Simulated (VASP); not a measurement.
Wanted: the native input for a VASP 6.6.1 run.

| Item | Value |
| --- | --- |
| Task | single point |
| Functional | PBEsol |
| Potentials or basis | VASP PAW PBE potentials, release 64 (Sr_sv, Cl) |
| Cutoff | 520 eV |
| k mesh | 8 × 8 × 8 |
| Occupations | gaussian, width 0.05 eV |
| Spin | no spin polarisation |
| Dipole correction | no |
| Further INCAR settings | ALGO = Normal; EDIFF = 1e-06; NBANDS = 19 |

The structure of SrCl2 lies in POSCAR:

```
SrCl2
1.0
    2.4416991184      1.4097156433      3.9901315514
   -2.4416991184      1.4097156433      3.9901315514
    0.0000000000     -2.8194312866      3.9901315514
Sr Cl
1 2
Direct
    0.0094581722      0.0094581722     -0.0189163444
    0.2499365507      0.2499365507      0.2499365507
    0.7500634493      0.7500634493      0.7500634493
```

This cell differs from its parent crystal: atom 1 (Sr) moved 0.08 Å along y.

One way to write it, as run:

INCAR

```
SYSTEM = SrCl2
  PREC = Accurate
  ENCUT = 520
  EDIFF = 1E-6
  ISMEAR = 0
  SIGMA = 0.05
  LREAL = .FALSE.
  LASPH = .TRUE.
  NELM = 100
  ALGO = Normal
  ISIF = 2
  LWAVE = .FALSE.
  LCHARG = .FALSE.
  GGA = PS
  NBANDS = 19
```

KPOINTS

```
regular mesh
0
G
  8 8 8
  0 0 0
```

Potentials or basis: VASP PAW PBE potentials, release 64 (Sr_sv, Cl).

Run with:

```sh
$ cat potpaw_PBE.64/Sr_sv/POTCAR potpaw_PBE.64/Cl/POTCAR > POTCAR
$ mpirun -np 1 vasp_std > vasp.out
```

Results of the run:

The pressure is 0.2 GPa. The largest force is 0.238 eV/Å. The band gap on the k mesh is 5.24 eV (least direct gap 5.34 eV).

Caveat: the cell differs from its parent crystal (atom 1 (Sr) moved 0.08 Å along y); the PAW data sets were made with another functional, which shifts forces and pressure a little.

Wall time 3.2 min on 1 thread of Oxide Virtual Turin-like Processor (shared host), peak memory 0.32 GiB.
